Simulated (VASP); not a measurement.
H16SO10, 27 atoms in the cell. The cell holds an amorphous packing of atoms, 27 atoms: a = 6.797 Å, b = 6.797 Å, c = 6.797 Å, α = 90.00°, β = 90.00°, γ = 90.00°. 

```yaml
Program: VASP 6.6.1
Task: single point
Functional: PBE
Potentials_or_basis: VASP PAW PBE potentials, release 64 (O, H, S)
Cutoff: 520 eV
k_mesh: 1 × 1 × 1
Occupations: fermi-dirac, width 0.02 eV
Spin: no spin polarisation
Dipole_correction: no
Further_INCAR_settings: ALGO = Normal; EDIFF = 1e-06; NBANDS = 60
```

Potentials or basis: VASP PAW PBE potentials, release 64 (O, H, S).

Command:

```sh
$ cat potpaw_PBE.64/O/POTCAR potpaw_PBE.64/H/POTCAR potpaw_PBE.64/S/POTCAR > POTCAR
$ mpirun -np 1 vasp_gam > vasp.out
```

Hardware: 1 thread of Intel Xeon 8259CL (shared host).

Estimate the wall time of this run.

Run time: 88 s on 1 thread of Intel Xeon 8259CL (shared host), peak memory 0.39 GiB. Counts: scf iterations 17, k points 1.
